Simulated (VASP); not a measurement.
The system is Ru.

```
CELL_PARAMETERS angstrom
-1.51575 1.51575 1.51575
1.51575 -1.51575 1.51575
1.51575 1.51575 -1.51575
ATOMIC_POSITIONS crystal
Ru 0.00000 0.00000 0.00000
```

Base run:

```yaml
Program: VASP 6.6.1
Functional: r2SCAN
Potentials_or_basis: VASP PAW PBE potentials, release 64 (Ru_pv)
Cutoff: 520 eV
k_mesh: 20 × 20 × 20
Occupations: gaussian, width 0.05 eV
Spin: no spin polarisation
```

Its results: band gap on the k mesh zero (band 7 reaches 14.28 eV, above the bottom of band 8 at 10.63 eV); pressure 1.4 GPa.

**Question.** The run is repeated on the same cell with these changes: potentials or basis from VASP PAW PBE potentials, release 64 (Ru_pv) to VASP PAW PBE potentials, release 64 (Ru_sv); cutoff from 520 eV to 660 eV; further incar settings from ALGO = Normal; EDIFF = 1e-07; NBANDS = 13 to ALGO = Normal; EDIFF = 1e-06; NBANDS = 14; valence electrons from 14 to 16. What comes out?

**Answer.** Band gap on the k mesh zero (band 8 reaches 16.54 eV, above the bottom of band 9 at 12.89 eV); pressure 0.1 GPa.

Caveats: the PAW data sets were made with another functional, which shifts forces and pressure a little.
